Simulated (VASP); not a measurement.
Crystal: Na.

```
Na
1.0
     4.28000    0.00000    0.00000
     0.00000    4.28000    0.00000
     0.00000    0.00000    4.28000
Na
2
Direct
  0.00000 0.00000 0.00000
  0.50000 0.50000 0.50000
```

- Program: VASP 6.6.1
- Task: relaxation of cell and atoms
- Functional: r2SCAN
- Potentials or basis: VASP PAW PBE potentials, release 64 (Na_sv)
- Cutoff: 970 eV
- k mesh: 5 × 5 × 5
- Occupations: fermi-dirac, width 0.05 eV
- Spin: no spin polarisation

At the start: pressure -0.6 GPa; volume 39.20 Å³/atom.

Problem. Where does the relaxation end?

Solution. Over 4 steps the energy falls by 6.8 meV/atom and the volume is 36.07 Å³/atom (-8.0 %); space group Im-3m (No. 229, to 0.1 Å) before and after.

Step by step:
```tsv
step	energy change (eV)	largest force (eV/Å)	pressure (GPa)	volume (Å³)
1	0.0000	0.0000	-0.64	78.40
2	-0.0063	0.0000	-0.49	76.63
3	-0.0131	0.0000	-0.12	73.16
4	-0.0135	0.0000	0.01	72.14
```

Final structure:
```
Na
1.0
     4.16284    0.00000    0.00000
     0.00000    4.16284    0.00000
     0.00000    0.00000    4.16284
Na
2
Direct
  0.00000 0.00000 0.00000
  0.50000 0.50000 0.50000
```

Caveat: the PAW data sets were made with another functional, which shifts forces and pressure a little.
